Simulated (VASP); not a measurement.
# Ti12S in VASP: further runs

The runs below take Ti12S through relaxation of the atoms, single point, with PBE.

All numbers are computed with VASP 6.6.1; they aren't measurements. Logs are shortened: lines on timing, memory, paths and dates and some standing lists are left out, and cuts for length are marked.

## Step 1: The cell of the first run

The cell holds a slab with vacuum, 13 atoms: a = 5.876 Å, b = 4.650 Å, c = 21.284 Å, α = 90.00°, β = 90.00°, γ = 90.00°.

## Step 2: Relaxation of the atoms, PBE

Contents of INCAR:

```
SYSTEM = Ti12S
  PREC = Accurate
  ENCUT = 450
  EDIFF = 1E-7
  ISMEAR = 0
  SIGMA = 0.1
  LREAL = .FALSE.
  LASPH = .TRUE.
  NELM = 120
  ALGO = Normal
  ISIF = 2
  LWAVE = .FALSE.
  LCHARG = .FALSE.
  LDIPOL = .TRUE.
  IDIPOL = 3
  DIPOL = 0.5 0.5 0.339
  GGA = PE
  IBRION = 2
  NSW = 36
  EDIFFG = -0.025
  GGA_COMPAT = .FALSE.
  NELMIN = 4
  NELMDL = -8
  KPAR = 4
```

Contents of KPOINTS:

```
regular mesh
0
G
  5 6 1
  0 0 0
```

Contents of POSCAR:

```
Ti12S
1.0
    5.8763264168      0.0000000000      0.0000000000
    0.0000000000      4.6504654182      0.0000000000
    0.0000000000      0.0000000000     21.2842241242
Ti S
12 1
Selective dynamics
Direct
    0.0000000000      0.7500000000      0.1879326198  F F F
    0.5000000000      0.7500000000      0.1879326198  F F F
    0.2500000000      0.2500000000      0.2277825413  F F F
    0.7500000000      0.2500000000      0.2277825413  F F F
    0.2500000000      0.7500000000      0.3074823842  F F F
    0.7500000000      0.7500000000      0.3074823842  F F F
    0.0000000000      0.2500000000      0.3461291950  F F F
    0.5000000000      0.2500000000      0.3461291950  F F F
    0.0000000000      0.7500000000      0.4220680055  F F F
    0.5000000000      0.7500000000      0.4220680055  F F F
    0.2500000000      0.2500000000      0.4596937181  F F F
    0.7500000000      0.2500000000      0.4596937181  F F F
    0.2500000000      0.7500000000      0.5029182206  F F T
```

Potentials or basis: VASP PAW PBE potentials, release 64 (Ti_sv, S).

On the command line:

```
cat potpaw_PBE.64/Ti_sv/POTCAR potpaw_PBE.64/S/POTCAR > POTCAR
mpirun -np 4 vasp_std > vasp.out
```

OUTCAR:

```text
SYSTEM = Ti12S
   PREC = Accurate
   ENCUT = 450
   EDIFF = 1E-7
   ISMEAR = 0
   LREAL = .FALSE.
   LASPH = .TRUE.
   NELM = 120
   ISIF = 2
   GGA = PE
   IBRION = 2
   NSW = 36
   EDIFFG = -0.025
   NELMIN = 4
   NELMDL = -8

 ion  position               nearest neighbor table
   1  0.000  0.750  0.188-   3 2.88   4 2.88   3 2.88   4 2.88
   2  0.500  0.750  0.188-   3 2.88   4 2.88   3 2.88   4 2.88
   3  0.250  0.250  0.228-   5 2.88   5 2.88   1 2.88   1 2.88   2 2.88   2 2.88   8 2.92   7 2.92

   4  0.750  0.250  0.228-   6 2.88   6 2.88   1 2.88   1 2.88   2 2.88   2 2.88   8 2.92   7 2.92
[... 5 lines left out ...]
   7  0.000  0.250  0.346-  11 2.83  12 2.83   9 2.83   9 2.83   5 2.87   5 2.87   6 2.87   6 2.87
                             3 2.92   4 2.92
   8  0.500  0.250  0.346-  11 2.83  12 2.83  10 2.83  10 2.83   5 2.87   5 2.87   6 2.87   6 2.87
                             3 2.92   4 2.92
   9  0.000  0.750  0.422-  13 2.26   7 2.83   7 2.83   6 2.85   5 2.85  11 2.86  12 2.86  11 2.86
                            12 2.86
  10  0.500  0.750  0.422-  13 2.26   8 2.83   8 2.83   6 2.85   5 2.85  11 2.86  12 2.86  11 2.86
                            12 2.86
  11  0.250  0.250  0.460-  13 2.50  13 2.50   7 2.83   8 2.83   9 2.86   9 2.86  10 2.86  10 2.86

  12  0.750  0.250  0.460-   7 2.83   8 2.83   9 2.86  10 2.86   9 2.86  10 2.86
  13  0.250  0.750  0.503-   9 2.26  10 2.26  11 2.50  11 2.50

  LATTYP: Found a simple orthorhombic cell.
 ALAT       =     4.6504654182
 B/A-ratio  =     1.2635996375
 C/A-ratio  =     4.5767944088

  Lattice vectors:

 A1 = (   0.0000000000,  -4.6504654182,   0.0000000000)
 A2 = (   5.8763264168,   0.0000000000,   0.0000000000)
 A3 = (   0.0000000000,   0.0000000000,  21.2842241242)

Analysis of symmetry for initial positions (statically):
=====================================================================
 Subroutine PRICEL returns:
 Original cell was already a primitive cell.

 Routine SETGRP: Setting up the symmetry group for a
 simple orthorhombic supercell.

 Subroutine GETGRP returns: Found  4 space group operations
 (whereof  1 operations were pure point group operations)
 out of a pool of  8 trial point group operations.

The static configuration has the point symmetry C_1 .
 The point group associated with its full space group is C_2v.

Analysis of symmetry for dynamics (positions and initial velocities):
=====================================================================
 Subroutine PRICEL returns:
 Original cell was already a primitive cell.

 Routine SETGRP: Setting up the symmetry group for a
 simple orthorhombic supercell.

 Subroutine GETGRP returns: Found  4 space group operations
 (whereof  1 operations were pure point group operations)
 out of a pool of  8 trial point group operations.

The dynamic configuration has the point symmetry C_1 .
 The point group associated with its full space group is C_2v.

Analysis of constrained symmetry for selective dynamics:
=====================================================================
 Subroutine PRICEL returns:
 Original cell was already a primitive cell.

 Routine SETGRP: Setting up the symmetry group for a
 simple orthorhombic supercell.

 Subroutine GETGRP returns: Found  4 space group operations
 (whereof  1 operations were pure point group operations)
 out of a pool of  8 trial point group operations.

The constrained configuration has the point symmetry C_1 .
 The point group associated with its full space group is C_2v.

 Subroutine INISYM returns: Found  4 space group operations
 (whereof  1 operations are pure point group operations),
 and found     1 'primitive' translations

----------------------------------------------------------------------------------------

                                     Primitive cell

  volume of cell :     581.6479

  direct lattice vectors                    reciprocal lattice vectors
     5.876326417  0.000000000  0.000000000     0.170174345  0.000000000  0.000000000
     0.000000000  4.650465418  0.000000000     0.000000000  0.215032241  0.000000000
     0.000000000  0.000000000 21.284224124     0.000000000  0.000000000  0.046983155

  length of vectors
[... 60 lines left out ...]
            Coordinates               Weight
  0.000000  0.000000  0.000000      1.000000
  0.200000  0.000000  0.000000      2.000000
  0.400000  0.000000  0.000000      2.000000
  0.000000  0.166667  0.000000      2.000000
  0.200000  0.166667  0.000000      4.000000
  0.400000  0.166667  0.000000      4.000000
  0.000000  0.333333  0.000000      2.000000
  0.200000  0.333333  0.000000      4.000000
  0.400000  0.333333  0.000000      4.000000
  0.000000  0.500000  0.000000      1.000000
  0.200000  0.500000  0.000000      2.000000
  0.400000  0.500000  0.000000      2.000000
   k-points           NKPTS =     12   k-points in BZ     NKDIM =     12   number of bands    NBANDS=     90
   number of dos      NEDOS =    301   number of ions     NIONS =     13
   total plane-waves  NPLWV = 201600
   dimension x,y,z NGX =    42 NGY =   32 NGZ =  150
   dimension x,y,z NGXF=    84 NGYF=   64 NGZF=  300
   ions per type =              12   1
   NGX,Y,Z   is equivalent  to a cutoff of  11.88, 11.44, 11.72 a.u.
   NGXF,Y,Z  is equivalent  to a cutoff of  23.76, 22.88, 23.43 a.u.
 SYSTEM =  Ti12S
   PREC   = accura    normal or accurate (medium, high low for compatibility)
   ISTART =      0    job   : 0-new  1-cont  2-samecut
   ICHARG =      2    charge: 1-file 2-atom 10-const
   ISPIN  =      1    spin polarized calculation?
   LNONCOLLINEAR =      F non collinear calculations
   LSORBIT =      F    spin-orbit coupling
   LASPH  =      T    aspherical Exc in radial PAW
   ENCUT  =  450.0 eV  33.07 Ry    5.75 a.u.  10.16  8.04 36.81*2*pi/ulx,y,z
   NELM   =    120;   NELMIN=  4; NELMDL= -8     # of ELM steps
   EDIFF  = 0.1E-06   stopping-criterion for ELM
   LREAL  =      F    real-space projection
   EDIFFG = -.3E-01   stopping-criterion for IOM
   NSW    =     36    number of steps for IOM
   IBRION =      2    ionic relax: 0-MD 1-quasi-New 2-CG
   NFREE  =      1    steps in history (QN), initial steepest desc. (CG)
   ISIF   =      2    stress and relaxation
   ISYM   =      2    0-nonsym 1-usesym 2-fastsym
   POTIM  = 0.5000    time-step for ionic-motion
   TEBEG  =    0.0;   TEEND  =   0.0 temperature during run
   PSTRESS=    0.0 pullay stress
   NELECT =     150.0000    total number of electrons
   NUPDOWN=      -1.0000    fix difference up-down
   EMIN   =  10.00;   EMAX   =-10.00  energy-range for DOS
   EFERMI =   0.00;   METHOD = LEGACY
   ISMEAR =     0;   SIGMA  =   0.10  broadening in eV -4-tet -1-fermi 0-gaus
   EFERMI_NEDOS =   21; number of points for ismear=-14 and -15
   IALGO  =     38    algorithm
   IMIX   =      4    mixing-type and parameters
     AMIX     =   0.40;   BMIX     =  1.00
     AMIX_MAG =   1.60;   BMIX_MAG =  1.00
  volume/ion in A,a.u.               =      44.74       301.93
  Fermi-wavevector in a.u.,A,eV,Ry     =   1.042042  1.969174 14.773905  1.085851
  Thomas-Fermi vector in A             =   2.176690
   LORBIT       =      0    0 simple, 1 ext, 2 COOP (PROOUT), +10 PAW based schemes
   GGA     = PE    functional components
   LHFCALC =     F    Hartree Fock is set to
   AEXX    =    0.0000 exact exchange contribution
   IVDW    =     0    specifies the selected vdW correction
   LEPSILON=     F    determine dielectric tensor
   LRPA    =     F    only Hartree local field effects (RPA)
 conjugate gradient relaxation of ions
 non-spin polarized calculation
 Gauss-broadening in eV      SIGMA  =   0.10
  energy-cutoff  :      450.00
  volume of cell :      581.65
 maximum number of plane-waves:     12648
 NGX is ok and might be reduce to    42
   NGX = 21   NGY = 17   NGZ = 73

--------------------------------------- Ionic step        1  -------------------------------------------

 number of electron     150.0000013 magnetization

 Free energy of the ion-electron system (eV)
  ---------------------------------------------------
  ext. energy  EPLUGINS =         0.00000000
  ---------------------------------------------------
  free energy    TOTEN  =       -94.69893237 eV

  energy without entropy =      -94.57547256  energy(sigma->0) =      -94.63720246

------------------------ aborting loop because EDIFF is reached ----------------------------------------

 vacuum level on the upper side and lower side of the slab       (xc-potential included)        -0.166        -0.040

  FORCE on cell =-STRESS in cart. coord.  units (eV):
  Direction    XX          YY          ZZ          XY          YZ          ZX
  --------------------------------------------------------------------------------------
  -------------------------------------------------------------------------------------
  Total        0.9782985     -3.8069773      1.3294710      0.0000000      0.0000000      0.0000000
  in kB        2.6947707    -10.4865038      3.6620924      0.0000000      0.0000000      0.0000000
  external PRESSURE =      -1.3765469 kB  Pullay stress =       0.0000000 kB
[... 75 lines left out ...]
  FREE ENERGIE OF THE ION-ELECTRON SYSTEM (eV)
  ---------------------------------------------------
  free  energy   TOTEN  =       -94.8445294931 eV

  energy  without entropy=      -94.7196020555  energy(sigma->0) =      -94.78206577

 dipolmoment           0.000000      0.000000     -0.000729 electrons x Angstroem

--------------------------------------- Ionic step        3  -------------------------------------------

 number of electron     150.0000011 magnetization

 dipolmoment           0.000000      0.000000      0.007908 electrons x Angstroem

 Free energy of the ion-electron system (eV)
  ---------------------------------------------------
  ext. energy  EPLUGINS =         0.00000000
  ---------------------------------------------------
  free energy    TOTEN  =       -94.87516150 eV

  energy without entropy =      -94.74946382  energy(sigma->0) =      -94.81231266

 E-fermi :   1.0133     XC(G=0):  -5.2586

 val. band max:        1.0097215407   @ k =   0.2000   0.5000   0.0000
 cond. band min:       1.0165740486   @ k =   0.4000   0.5000   0.0000
 fundamental gap:      0.0068525079
 Fermi energy:         1.0133184660

 k-point     1 :       0.0000    0.0000    0.0000
  band No.  band energies     occupation
      1     -56.0829      2.00000
      2     -56.0446      2.00000
      3     -56.0150      2.00000
      4     -56.0002      2.00000
      5     -55.8400      2.00000
      6     -55.7707      2.00000
[... 1069 lines left out ...]
     86       1.4137      0.00000
     87       1.4611      0.00000
 [bands above 87 left out]

------------------------ aborting loop because EDIFF is reached ----------------------------------------

 vacuum level on the upper side and lower side of the slab       (xc-potential included)         0.018        -0.095

  FORCE on cell =-STRESS in cart. coord.  units (eV):
  Direction    XX          YY          ZZ          XY          YZ          ZX
  --------------------------------------------------------------------------------------
  -------------------------------------------------------------------------------------
  Total       -1.7794184     -5.3478289     -2.0454304      0.0000000      0.0000000      0.0000000
  in kB       -4.9014942    -14.7308542     -5.6342374      0.0000000      0.0000000      0.0000000
  external PRESSURE =      -8.4221953 kB  Pullay stress =       0.0000000 kB
[... 28 lines left out ...]
  FREE ENERGIE OF THE ION-ELECTRON SYSTEM (eV)
  ---------------------------------------------------
  free  energy   TOTEN  =       -94.8751614964 eV

  energy  without entropy=      -94.7494638209  energy(sigma->0) =      -94.81231266

 reached required accuracy - stopping structural energy minimisation

 vacuum level on the upper side and lower side of the slab         4.771         4.678
```

It took 14 min on 4 MPI ranks of Intel Xeon 6975P-C (Granite Rapids), shared host; peak memory 0.71 GiB.

What came out:

```
Free energy               : -94.8752 eV
Energy gained by relaxing : 13.6 meV/atom
Ionic steps               : 3
Band gap on the k mesh    : zero (bands 75 and 76 overlap by 0.43 eV)
```

Step by step:
```csv
step,energy change (eV),largest force on free atoms (eV/Å),pressure (GPa)
1,0.0000,2.0995,-0.14
2,-0.1456,0.8177,-0.56
3,-0.1762,0.0127,-0.84
```

Final structure:
```
Ti S
1.0
     5.87633    0.00000    0.00000
     0.00000    4.65047    0.00000
     0.00000    0.00000   21.28422
Ti S
12 1
Direct
  0.00000 0.75000 0.18793
  0.50000 0.75000 0.18793
  0.25000 0.25000 0.22778
  0.75000 0.25000 0.22778
  0.25000 0.75000 0.30748
  0.75000 0.75000 0.30748
  0.00000 0.25000 0.34613
  0.50000 0.25000 0.34613
  0.00000 0.75000 0.42207
  0.50000 0.75000 0.42207
  0.25000 0.25000 0.45969
  0.75000 0.25000 0.45969
  0.25000 0.75000 0.51135
```

Levels at points of the mesh, in eV from the Fermi level:
```tsv
k point	band 72	band 73	band 74	band 75	band 76	band 77
(0.00, 0.00, 0.00)	-0.56	-0.48	0.08	0.31	0.31	0.33
(0.00, 0.50, 0.00)	-0.52	-0.49	-0.05	0.06	0.08	0.08
```

(Part 1 of 2 ends here.)
